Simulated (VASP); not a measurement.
Here is a VASP 6.6.1 calculation.

The input INCAR:

```
  ALGO = Normal
  EDIFF = 1E-6
  ENCUT = 500
  GGA = PE
  GGA_COMPAT = False
  ISIF = 2
  ISMEAR = -1
  LASPH = True
  LCHARG = False
  LREAL = False
  LWAVE = False
  NBANDS = 10
  NELM = 120
  PREC = Accurate
  SIGMA = 0.1
```

Contents of KPOINTS:

```
k-points
0
Gamma
  12 12 12
```

Contents of POSCAR:

```
Br
1.0
    2.5897544505      0.0000000000      0.0000000000
    0.0000000000      2.5897544505      0.0000000000
    0.0000000000      0.0000000000      2.5897544505
Br
1
Direct
    0.0000000000      0.0000000000      0.0000000000
```

Potentials or basis: VASP PAW PBE potentials, release 64 (Br).

Run with:

```sh
$ cat potpaw_PBE.64/Br/POTCAR > POTCAR
$ mpirun -np 1 vasp_std > vasp.out
```

**Question.** What does it give for the pressure?

**Answer.** 63.5 GPa.

Caveat: an odd number of electrons without spin polarisation forces a metal; a magnetic or distorted state may lie lower.
